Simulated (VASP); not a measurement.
A run of VASP 6.6.1 is set up as follows.

INCAR

```
PREC = Accurate
ENCUT = 910
EDIFF = 1E-7
ISMEAR = 0
SIGMA = 0.1
LREAL = False
LASPH = True
NELM = 120
ALGO = Normal
ISIF = 3
LWAVE = False
LCHARG = False
GGA = PE
IBRION = 2
NSW = 90
EDIFFG = -0.04
GGA_COMPAT = False
NELMIN = 4
```

The input KPOINTS:

```
regular mesh
0
Gamma
  6 6 4
```

The input POSCAR:

```
GaB3
1.0
    1.6589551300     -2.6811992800      0.0000000000
    1.6589551300      2.6811992800      0.0000000000
    0.0000000000      0.0000000000      5.0195862200
Ga B
1 3
Direct
    0.5000000000      0.5000000000      0.5000000000
    0.1328468700      0.8671531300      0.5000000000
    0.8671531300      0.1328468700      0.5000000000
    0.0000000000      0.0000000000      0.0000000000
```

Potentials or basis: VASP PAW PBE potentials, release 64 (Ga_d, B_h).

The run is started by

```bash
$ cat potpaw_PBE.64/Ga_d/POTCAR potpaw_PBE.64/B_h/POTCAR > POTCAR
$ mpirun -np 1 vasp_std > vasp.out
```

Q: What does it give for the band gap on the k mesh?

A: Zero (band 11 reaches 8.60 eV, above the bottom of band 12 at 4.54 eV).

Q: Estimate the relaxed volume.

A: 11.09 Å³/atom.

Stress tensor (GPa, compression positive):
```
-0.24  0.00  0.00
 0.00 -0.12  0.00
 0.00  0.00  0.08
```

Caveat: the k points lie up to 0.54 Å⁻¹ apart in the final cell.
